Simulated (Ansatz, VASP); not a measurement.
# CsGeBr3 in VASP and in Ansatz

The input INCAR:

```
ALGO = Normal
EDIFF = 1E-6
ENCUT = 520
ISIF = 2
ISMEAR = 0
LASPH = T
LCHARG = F
LREAL = F
LWAVE = F
NBANDS = 30
NELM = 100
PREC = Accurate
SIGMA = 0.05
```

File KPOINTS:

```
k-points
0
Gamma
  6 6 6
```

Contents of POSCAR:

```
CsGeBr3
1.0
    5.0906609688      0.0000000000      0.0000000000
    0.0000000000      5.0906609688      0.0000000000
    0.0000000000      0.0000000000      5.7546602256
Cs Ge Br
1 1 3
Direct
    0.0000000000      0.0000000000      0.0000000000
    0.5000000000      0.5000000000      0.5000000000
    0.5000000000      0.5000000000      0.0000000000
    0.5000000000      0.0000000000      0.5000000000
    0.0000000000      0.5000000000      0.5000000000
```

Input for Ansatz:

```yaml
crystal:
  lattice:
    - [5.0906609688, 0.0, 0.0]
    - [0.0, 5.0906609688, 0.0]
    - [0.0, 0.0, 5.7546602256]
  atoms:
    - { symbol: Cs, position: [0.0, 0.0, 0.0] }
    - { symbol: Ge, position: [0.5, 0.5, 0.5] }
    - { symbol: Br, position: [0.5, 0.5, 0.0] }
    - { symbol: Br, position: [0.5, 0.0, 0.5] }
    - { symbol: Br, position: [0.0, 0.5, 0.5] }
basis:
  ecutwfc: 420
kpoints:
  mp_grid: { grid: [6, 6, 6] }
hamiltonian:
  xc: lda
scf:
  occupations: { method: gaussian, width: 0.05 }
output:
  forces: true
  stress: true
  eigenvalues: true
```

Change from the starting cell: strain -0.080 along x and y, +0.040 along z, atoms carried along.

Alike in both runs: task single point; functional LDA; k mesh 6 × 6 × 6; occupations gaussian, width 0.05 eV; no spin polarisation.

```csv
,VASP,Ansatz
version,VASP 6.6.1,Ansatz 0.2.0
potentials or method,"VASP PAW LDA potentials, release 64 (Cs_sv, Ge_d, Br), cutoff 520 eV","scalar-relativistic, plane waves, PAW"
valence electrons in the cell,44,44
```

```csv
,VASP,Ansatz,Ansatz less VASP
gap on the k mesh at the Fermi level (eV),none,none,-
pressure (GPa),2.5,2.4,-0.08
"traceless stress, the component that is largest in VASP (GPa)",-4.76,-4.72,+0.040
```

LDA's correlation is that of Perdew and Zunger in VASP and of Perdew and Wang (1992) in Ansatz. A gap of «none» marks a metal or a gap that the smearing closes.

Spin-orbit coupling is off throughout.
